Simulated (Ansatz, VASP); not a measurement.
# RePb: VASP beside Ansatz

```
Re Pb
1.0
     3.37275    0.00000    0.00000
     0.00000    3.37275    0.00000
     0.00000    0.00000    3.37275
Re Pb
1 1
Cartesian
  0.0000 0.0000 0.0000
  1.6864 1.6864 1.6864
```

Alike in both runs: functional PBE; k mesh 16 × 16 × 16; occupations gaussian, width 0.1 eV; no spin polarisation.

Ansatz relaxed the structure, and its values are those at the end. VASP's run is a single point on that final structure, the one shown.

```csv
,VASP,Ansatz
version,VASP 6.6.1,Ansatz 0.2.0
potentials or method,"VASP PAW PBE potentials, release 64 (Re, Pb_d), cutoff 520 eV","scalar-relativistic, plane waves, PAW"
valence electrons in the cell,21,29
```

Ansatz gave:

| Quantity | Value |
| --- | --- |
| gap on the k mesh at the Fermi level (eV) | none |
| pressure (GPa) | 0.0 |

Task: What did VASP give for the same quantities?

Result: gap on the k mesh at the Fermi level (eV): none; pressure (GPa): -0.1.

A gap of «none» marks a metal or a gap that the smearing closes. VASP's potentials hold 21 valence electrons a cell and Ansatz's 29, so a difference there can come from the potentials and not from the codes.

Spin-orbit coupling is off throughout.
